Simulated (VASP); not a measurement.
Here is a VASP 6.6.1 calculation.

Contents of INCAR:

```
PREC = Accurate ; ENCUT = 520
EDIFF = 1E-7 ; ISMEAR = 0
SIGMA = 0.15 ; LREAL = False
LASPH = True ; NELM = 60
ALGO = Normal ; ISIF = 2
LWAVE = False ; LCHARG = True
GGA = PS ; LELF = True
LVHAR = True ; NBANDS = 16
```

Contents of KPOINTS:

```
regular mesh
0
Gamma
  18 18 16
```

File POSCAR:

```
TiO
1.0
    2.7421000000      0.0000000000      0.0000000000
   -1.3710500000      2.3747282597      0.0000000000
    0.0000000000      0.0000000000      2.5703000000
Ti O
1 1
Direct
    0.6666666667      0.3333333333      0.0000000000
    0.0000000000      0.0000000000      0.5000000000
```

Potentials or basis: VASP PAW PBE potentials, release 64 (Ti_sv, O).

Launch:

```bash
$ cat potpaw_PBE.64/Ti_sv/POTCAR potpaw_PBE.64/O/POTCAR > POTCAR
$ mpirun -np 1 vasp_std > vasp.out
```

(1) Predict the pressure.

(2) Estimate the band gap on the k mesh.

Results:

(1) 43.2 GPa.

(2) zero (bands 9 and 10 overlap by 0.16 eV).

Caveat: the cell stands under pressure; the PAW data sets were made with another functional, which shifts forces and pressure a little; semilocal functionals often make such compounds metallic where correlation or magnetic order opens a gap, which also shifts bond lengths.
